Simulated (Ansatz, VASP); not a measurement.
AlNi: VASP beside Ansatz

```
Al Ni
1.0
     2.89308    0.00000    0.00000
     0.00000    2.89308    0.00000
     0.00000    0.00000    2.74843
Al Ni
1 1
Direct
  0.00000 0.00000 0.00000
  0.50000 0.50000 0.50000
```

Alike in both runs: task single point; functional PBE; k mesh 20 × 20 × 20; occupations gaussian, width 0.15 eV; no spin polarisation; Hubbard terms Ni d U = 5.0 eV.

```csv
,VASP,Ansatz
version,VASP 6.6.1,Ansatz 0.2.0
potentials or method,"VASP PAW PBE potentials, release 64 (Al, Ni_sv_GW), cutoff 690 eV","scalar-relativistic, plane waves, PAW"
valence electrons in the cell,21,21
```

Ansatz gave:

| Property | Result |
| --- | --- |
| gap on the k mesh at the Fermi level (eV) | none |
| pressure (GPa) | 8.0 |
| traceless stress, the component that is largest in VASP (GPa) | 3.89 |

Question: Estimate VASP's values.

Answer: gap on the k mesh at the Fermi level (eV): none; pressure (GPa): 7.0; traceless stress, the component that is largest in VASP (GPa): 3.32.

The programs project onto different local orbitals, so the same U acts differently, and such runs can settle in different states. A gap of «none» marks a metal or a gap that the smearing closes. Ansatz's warnings: filled band counts differ across k points.
